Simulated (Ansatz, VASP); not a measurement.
**K in VASP and in Ansatz**

```
CELL_PARAMETERS angstrom
-2.64171 2.64171 2.64171
2.64171 -2.64171 2.64171
2.64171 2.64171 -2.64171
ATOMIC_POSITIONS crystal
K 0.00000 0.00000 0.00000
```

Alike in both runs: task single point; functional PBE; k mesh 12 × 12 × 12; occupations fermi-dirac, width 0.1 eV; no spin polarisation.

|  | VASP | Ansatz |
| --- | --- | --- |
| version | VASP 6.6.1 | Ansatz 0.2.0 |
| potentials or method | VASP PAW PBE potentials, release 64 (K_sv), cutoff 520 eV | plane waves (420 eV) with PAW, scalar-relativistic |
| valence electrons in the cell | 9 | 9 |

|  | VASP | Ansatz | Ansatz less VASP |
| --- | --- | --- | --- |
| pressure (GPa) | 0.0 | 0.0 | +0.01 |
